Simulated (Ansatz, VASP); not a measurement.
One calculation of TaF3, two programs

```
Ta F
1.0
     3.90120    0.00000    0.00000
     0.00000    3.90120    0.00000
     0.00000    0.00000    3.90120
Ta F
1 3
Direct
  0.00000 0.00000 0.00000
  0.00000 0.00000 0.50000
  0.00000 0.50000 0.00000
  0.50000 0.00000 0.00000
```

Alike in both runs: functional HSE06; k mesh 4 × 4 × 4; occupations fermi-dirac, width 0.05 eV; no spin polarisation.

|  | VASP | Ansatz |
| --- | --- | --- |
| version | VASP 6.6.1 | Ansatz 0.2.0 |
| potentials or method | VASP PAW PBE potentials, release 64 (Ta_pv, F) | Ansatz PAW |
| plane-wave cutoff (eV) | 520 | 420 |
| valence electrons in the cell | 32 | 34 |
| task | single point | band structure |

```csv
,VASP,Ansatz,Ansatz less VASP
gap on the k mesh at the Fermi level (eV),none,none,-
pressure (GPa),22.4,22.2,-0.12
```

A gap of «none» marks a metal or a gap that the smearing closes. With one functional, cell and mesh, what is left measures potentials, basis and numerics. VASP's potentials hold 32 valence electrons a cell and Ansatz's 34, so a difference there can come from the potentials and not from the codes.

The k mesh is coarse, so the values compare programs but aren't converged. Spin-orbit coupling is off throughout.
